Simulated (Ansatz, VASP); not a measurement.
**One calculation of Ag, two programs**

```
Ag
1.0
     0.00000    2.07065    2.07065
     2.07065    0.00000    2.07065
     2.07065    2.07065    0.00000
Ag
1
Direct
  0.00000 0.00000 0.00000
```

Alike in both runs: task single point; functional PBE; k mesh 7 × 7 × 7; occupations fermi-dirac, width 0.025 eV; no spin polarisation.

|  | VASP | Ansatz |
| --- | --- | --- |
| version | VASP 6.6.1 | Ansatz 0.2.0 |
| potentials or method | VASP PAW PBE potentials, release 64 (Ag), cutoff 500 eV | PAW plane waves |
| valence electrons in the cell | 11 | 19 |

```csv
,VASP,Ansatz,Ansatz less VASP
gap on the k mesh at the Fermi level (eV),none,none,-
pressure (GPa),-0.1,0.0,+0.08
```

A gap of «none» marks a metal or a gap that the smearing closes. VASP's potentials hold 11 valence electrons a cell and Ansatz's 19, so a difference there can come from the potentials and not from the codes.

The k mesh is coarse, so the values compare programs but aren't converged.
